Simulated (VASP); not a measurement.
# Si62As (a cell with a defect) in VASP: further runs, part 3 of 3

VASP 6.6.1. The steps go on from the part before.

### 5 Single point, LDA

INCAR reads:

```
ALGO     = Normal         # electronic algorithm
EDIFF    = 1E-7           # SCF threshold, eV
ENCUT    = 520            # plane-wave cutoff, eV
ISIF     = 2              # what is computed and relaxed
ISMEAR   = -1             # smearing method
LASPH    = True           # aspherical terms in the spheres
LCHARG   = False          # write CHGCAR
LREAL    = Auto         
LWAVE    = False          # write WAVECAR
NBANDS   = 164            # bands
NELECT   = 252.0        
NELM     = 80             # most SCF steps
PREC     = Accurate       # precision mode
SIGMA    = 0.05           # smearing width, eV
```

KPOINTS reads:

```
k-points
0
Gamma
  1 1 1
```

POSCAR reads:

```
Si62As
1.0
   10.8600000000      0.0000000000      0.0000000000
    0.0000000000     10.8600000000      0.0000000000
    0.0000000000      0.0000000000     10.8600000000
Si As
62 1
Direct
    0.5003597606     -0.0010275322      0.0015622468
    0.6256889503      0.1231992634      0.1268290055
    0.7497386740      0.2506817680     -0.0006222836
    0.8749775322      0.3749682320      0.1249922652
    0.7528579190      0.0014395028      0.2485914365
    0.8742662983      0.1238665746      0.3770569061
   -0.0004378453      0.0016855433      0.0003648250
    0.1261547882      0.1238294659      0.1261918048
    0.2494697053      0.2498793738      0.0001887661
    0.3755341621      0.3731696133      0.1262077348
    0.4976428177      0.4997773481      0.0003602210
    0.6263213628      0.6250715470      0.1262185083
    0.7498613260      0.7494605893     -0.0002485267
    0.8743019337      0.8729734807      0.1262074586
    0.2508586556     -0.0010282689      0.2510523941
    0.3762177716      0.1231082873      0.3763615101
    0.5003998158      0.2484689687      0.2510904236
    0.6246132597      0.3744111418      0.3753203499
    0.7495965009      0.4999146409      0.2509840700
    0.8689238490      0.6303951197      0.3750545120
    0.4981215470      0.0011455801      0.5033025783
    0.6263177716      0.1238028545      0.6249435543
    0.7498609576      0.2503203499      0.5006085635
    0.8741907919      0.3764732965      0.6248729282
    0.7495875691     -0.0009609576      0.7501058932
    0.8749414365      0.1250669429      0.8750508287
   -0.0011356354      0.5004815838     -0.0012785451
    0.1244002762      0.6244232965      0.1249394107
    0.2487964088      0.7496823204     -0.0005527624
    0.3762755985      0.8736646409      0.1269760589
   -0.0003988950      0.2496608656      0.2483753223
    0.1231431860      0.3762709024      0.3761357274
    0.2496896869      0.4997821363      0.2483044199
    0.3754539595      0.6250633517      0.3770264273
    0.4981544199      0.7467003683      0.2489200737
   -0.0005935543     -0.0009639963      0.5002941989
    0.1243951197      0.1250790976      0.6256051565
    0.2487859116      0.2506201657      0.5003887661
    0.3743054328      0.3749602210      0.6256694291
    0.5002722836      0.4999367403      0.5002862799
    0.6243696133      0.6304661142      0.6195541436
    0.8689605893      0.8749728361      0.6196673112
    0.2496979742      0.0017194291      0.7502372928
    0.3754926335      0.1238570902      0.8768658379
    0.4976838858      0.2496611418      0.7502805709
    0.6254915285      0.3763228361      0.8737440147
    0.7485238490      0.5041027624      0.7459220994
    0.8741518416      0.6251921731      0.8735601289
   -0.0005488950      0.7497302026      0.2510244015
    0.1249561694      0.8747463168      0.3753210866
   -0.0047018416      0.5040308471      0.4991830571
    0.1228465930      0.6251608656      0.6248653775
    0.2490181400      0.7494586556      0.5006143646
    0.3755095764      0.8730106814      0.6249929098
   -0.0010959484      0.2513057090      0.7495767956
    0.1247797422      0.3745800184      0.8754883057
    0.2480196133      0.5004556169      0.7495640884
    0.3742698895      0.6243970534      0.8750633517
    0.5003197974      0.7497448435      0.7501250460
    0.6246151013      0.8747465930      0.8756578269
   -0.0046562615      0.7508415285      0.7460406077
    0.1231516575      0.8739284530      0.8737992634
    0.7236751381      0.7757444751      0.4743469613
```

Started as:

```
> cat potpaw_LDA.64/Si/POTCAR potpaw_LDA.64/As/POTCAR > POTCAR
> mpirun -np 1 vasp_gam > vasp.out
```

Run time: 2.4 min. Hardware: 1 thread of AMD EPYC 9R45 (Zen 5), shared host; peak memory 0.68 GiB.

The run converged. Its results:

```yaml
Free_energy: -371.5772 eV
Largest_force: 0.480 eV/Å
```

Forces in eV/Å, atoms in the order of the input:
```
Si  -0.004  0.006 -0.020
Si  -0.033  0.035 -0.035
Si   0.005  0.022 -0.022
Si  -0.017  0.003 -0.004
Si   0.006  0.105 -0.104
Si  -0.003 -0.008  0.002
Si  -0.014 -0.010  0.000
Si  -0.019  0.016 -0.016
Si   0.010 -0.013  0.014
Si  -0.017  0.018 -0.015
Si   0.010  0.014  0.002
Si   0.000  0.005  0.011
Si  -0.007  0.004 -0.017
Si  -0.003 -0.002  0.007
Si  -0.018  0.004 -0.003
Si  -0.033  0.033 -0.032
Si  -0.005  0.021 -0.006
Si   0.002 -0.005  0.002
Si  -0.005  0.012  0.005
Si   0.058 -0.058  0.049
Si  -0.108  0.109  0.012
Si   0.000 -0.010 -0.005
Si  -0.007  0.016 -0.004
Si  -0.003 -0.005 -0.003
Si  -0.004 -0.005 -0.012
Si  -0.017  0.003 -0.003
Si   0.009 -0.006  0.015
Si  -0.002  0.019 -0.004
Si  -0.021 -0.007 -0.021
Si  -0.035  0.032 -0.036
Si  -0.015  0.000  0.009
Si  -0.016  0.015 -0.023
Si   0.001  0.015  0.010
Si   0.010  0.006  0.002
Si  -0.108 -0.012 -0.110
Si  -0.012 -0.003 -0.004
Si  -0.003  0.004 -0.018
Si  -0.022  0.021  0.007
Si  -0.005  0.003 -0.018
Si   0.008  0.011 -0.001
Si   0.049 -0.061  0.062
Si   0.058 -0.050  0.060
Si   0.000 -0.010 -0.014
Si  -0.015  0.015 -0.019
Si   0.009 -0.002 -0.014
Si  -0.025  0.015 -0.016
Si   0.025 -0.035  0.035
Si  -0.003  0.003  0.005
Si  -0.012  0.004  0.003
Si   0.007  0.000 -0.001
Si   0.035 -0.037  0.026
Si   0.007  0.003 -0.003
Si  -0.014  0.007 -0.008
Si   0.009 -0.002 -0.006
Si   0.008 -0.015  0.007
Si  -0.017  0.019 -0.020
Si   0.016 -0.006  0.007
Si  -0.005  0.018 -0.003
Si   0.007  0.002 -0.010
Si   0.002 -0.002  0.004
Si   0.034 -0.025  0.035
Si  -0.016  0.023 -0.016
As   0.280 -0.275  0.275
```

Levels at points of the mesh, in eV from the Fermi level:
```
           k point  band 124  band 125  band 126  band 127  band 128  band 129
(0.00, 0.00, 0.00)     -0.63     -0.63     -0.19      0.23      0.23      0.32
```

Caveat: the k points lie up to 0.58 Å⁻¹ apart; the cell carries a net charge on a neutralising background, which shifts energy and pressure; the cell is charged against a uniform background, so pressure and absolute levels hang on convention.

### 6 Single point, LDA

INCAR reads:

```
PREC = Accurate ; ENCUT = 520
EDIFF = 1E-7 ; ISMEAR = -1
SIGMA = 0.05 ; LREAL = Auto
LASPH = True ; NELM = 100
ALGO = Normal ; ISIF = 2
LWAVE = False ; LCHARG = False
GGA = CA ; NBANDS = 164
NELECT = 252.0
```

KPOINTS reads:

```
Automatic mesh
0
Gamma
  1 1 1
```

POSCAR reads:

```
Si62As
1.0
   10.8600000000      0.0000000000      0.0000000000
    0.0000000000     10.8600000000      0.0000000000
    0.0000000000      0.0000000000     10.8600000000
Si As
62 1
Direct
    0.5008277164     -0.0013695212      0.0026631676
    0.6271892265      0.1207271639      0.1293012891
    0.7496136280      0.2498399632      0.0002000921
    0.8757686004      0.3748526703      0.1246950276
    0.7533612339     -0.0030661142      0.2530915285
    0.8747551565      0.1243473297      0.3765717311
    0.0001686924      0.0017956722      0.0002018416
    0.1270665746      0.1235037753      0.1265199816
    0.2495286372      0.2499232044      0.0001294659
    0.3759570902      0.3723771639      0.1265201657
    0.4976453959      0.4992742173      0.0001843462
    0.6259823204      0.6246568140      0.1256914365
    0.7498487109      0.7495913444     -0.0003000921
    0.8747823204      0.8734546961      0.1257084715
    0.2520937385     -0.0013782689      0.2513996317
    0.3788304788      0.1206287293      0.3777404236
    0.5008519337      0.2473706262      0.2514166667
    0.6245180479      0.3744872007      0.3751035912
    0.7492907919      0.4998685083      0.2501174954
    0.8664358195      0.6329958564      0.3725280847
    0.5026967772     -0.0032711786      0.5038492634
    0.6259765193      0.1243310313      0.6253557090
    0.7498458564      0.2503574586      0.5004595764
    0.8737267035      0.3774916206      0.6242872007
    0.7492802026     -0.0001011050      0.7501453039
    0.8757456722      0.1253453039      0.8751611418
   -0.0014886740      0.5009481584     -0.0021686924
    0.1246124309      0.6237383057      0.1246683241
    0.2497429098      0.7499000000      0.0002953039
    0.3788806630      0.8722798343      0.1294472376
    0.0001922652      0.2498241252      0.2482530387
    0.1233965009      0.3761076427      0.3761581952
    0.2496294659      0.4992873849      0.2481963168
    0.3750837017      0.6246651013      0.3765620626
    0.5027384899      0.7461562615      0.2533406998
   -0.0004488950     -0.0001112339      0.4998549724
    0.1246038674      0.1253482505      0.6262865562
    0.2497239411      0.2497609576      0.5001511050
    0.3741199816      0.3748415285      0.6263357274
    0.4995247698      0.4998809392      0.4998674033
    0.6219548803      0.6330839779      0.6169349908
    0.8664719153      0.8774912523      0.6170633517
    0.2496380295      0.0018293738      0.7507332413
    0.3759346225      0.1235303867      0.8776551565
    0.4976718232      0.2498378453      0.7507688766
    0.6256307551      0.3761748619      0.8738751381
    0.7472417127      0.5058125230      0.7442134438
    0.8737045120      0.6257610497      0.8725409761
   -0.0004140884      0.7501662983      0.2501534070
    0.1249943831      0.8749489871      0.3751015654
   -0.0062778085      0.5057310313      0.4977844383
    0.1219570902      0.6257347145      0.6242923573
    0.2490992634      0.7495915285      0.5004659300
    0.3751226519      0.8734703499      0.6253791897
   -0.0014645488      0.2521959484      0.7490937385
    0.1247831492      0.3746817680      0.8753686004
    0.2472491713      0.5009267035      0.7490924494
    0.3741007366      0.6237128913      0.8751798343
    0.4995587477      0.7501617864      0.7501661142
    0.6245197974      0.8749466851      0.8755703499
   -0.0062366483      0.7522406998      0.7443377532
    0.1234137201      0.8738956722      0.8739561694
    0.7062813996      0.7931046041      0.4569759669
```

Potentials or basis: VASP PAW LDA potentials, release 64 (Si, As).

Started as:

```
> cat potpaw_LDA.64/Si/POTCAR potpaw_LDA.64/As/POTCAR > POTCAR
> mpirun -np 1 vasp_gam > vasp.out
```

It took 2.5 min on 1 thread of AMD EPYC 9R45 (Zen 5), shared host; peak memory 0.67 GiB.

Results (log left out):

```yaml
Free_energy: -371.2464 eV
Largest_force: 0.970 eV/Å
```

Forces in eV/Å, atoms in the order of the input:
```
Si   0.005 -0.003 -0.005
Si  -0.025  0.046 -0.046
Si   0.019  0.024 -0.024
Si  -0.021 -0.001 -0.004
Si  -0.002  0.131 -0.130
Si   0.016 -0.001  0.016
Si  -0.009  0.001  0.002
Si  -0.006  0.012 -0.012
Si   0.013 -0.017  0.017
Si  -0.010  0.007 -0.011
Si  -0.001  0.008  0.002
Si   0.016 -0.015  0.004
Si  -0.013  0.009 -0.027
Si   0.016 -0.016  0.000
Si  -0.004 -0.004  0.004
Si  -0.042  0.044 -0.026
Si   0.004  0.005  0.003
Si   0.006 -0.006  0.003
Si   0.007  0.005 -0.008
Si  -0.050  0.050  0.056
Si  -0.131  0.134 -0.001
Si   0.016 -0.004  0.015
Si  -0.012  0.026 -0.010
Si  -0.002  0.004 -0.004
Si   0.008  0.009 -0.004
Si  -0.021  0.004  0.002
Si   0.009 -0.006  0.007
Si   0.001  0.019 -0.005
Si  -0.029 -0.024 -0.023
Si  -0.044  0.026 -0.045
Si  -0.010 -0.001 -0.002
Si  -0.030  0.029 -0.021
Si   0.002  0.010 -0.001
Si   0.004 -0.014  0.017
Si  -0.131  0.002 -0.134
Si  -0.009  0.009  0.008
Si   0.002  0.006 -0.019
Si  -0.030  0.024  0.024
Si  -0.005 -0.002 -0.020
Si  -0.012  0.005  0.007
Si   0.056  0.047 -0.046
Si  -0.050 -0.056 -0.049
Si   0.002  0.002 -0.010
Si  -0.009  0.010 -0.007
Si  -0.002 -0.002 -0.008
Si  -0.022  0.029 -0.029
Si   0.033 -0.002  0.002
Si  -0.002  0.004 -0.004
Si  -0.010 -0.008 -0.008
Si   0.009 -0.004  0.003
Si   0.002 -0.002  0.035
Si  -0.003  0.003 -0.003
Si  -0.023  0.013 -0.013
Si   0.003 -0.017  0.013
Si   0.008 -0.007  0.007
Si  -0.021  0.027 -0.028
Si   0.008 -0.006  0.006
Si  -0.005  0.020  0.002
Si  -0.013 -0.008 -0.005
Si   0.006 -0.004  0.005
Si   0.001 -0.034  0.001
Si  -0.029  0.021 -0.030
As   0.563 -0.560  0.558
```

Levels at points of the mesh, in eV from the Fermi level:
```csv
k point,band 122,band 123,band 124,band 125,band 126,band 127,band 128,band 129,band 130,band 131
"(0.00, 0.00, 0.00)",-1.42,-0.79,-0.68,-0.68,-0.18,0.23,0.23,0.30,0.30,0.34
```

Caveat: the k points lie up to 0.58 Å⁻¹ apart; the cell carries a net charge on a neutralising background, which shifts energy and pressure; the cell is charged against a uniform background, so pressure and absolute levels hang on convention.
